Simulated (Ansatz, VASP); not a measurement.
# One calculation of Mg, two programs

```
Mg
1.0
    -1.84815    1.84815    1.69053
     1.84815   -1.84815    1.69053
     1.84815    1.84815   -1.69053
Mg
1
Direct
  0.00000 0.00000 0.00000
```

Change from the starting cell: volume scaled by 1.02.

Alike in both runs: task single point; functional pbesol exchange, pbe correlation; k mesh 11 × 11 × 11; occupations tetrahedron; no spin polarisation.

```csv
,VASP,Ansatz
version,VASP 6.6.1,Ansatz 0.2.0
potentials or method,"VASP PAW PBE potentials, release 64 (Mg), cutoff 600 eV","all-electron LAPW, non-relativistic"
```

Ansatz gave:

```
gap on the k mesh at the Fermi level (eV)                     : none
pressure (GPa)                                                : -1.0
traceless stress, the component that is largest in VASP (GPa) : -0.05
```

**Question.** What did VASP give for the same quantities?

**Answer.** gap on the k mesh at the Fermi level (eV): none; pressure (GPa): -1.2; traceless stress, the component that is largest in VASP (GPa): 0.19.

VASP's potentials were made for PBE, not for pbesol exchange, pbe correlation. A gap of «none» marks a metal or a gap that the smearing closes. Ansatz ran all-electron here, and VASP with PAW potentials.
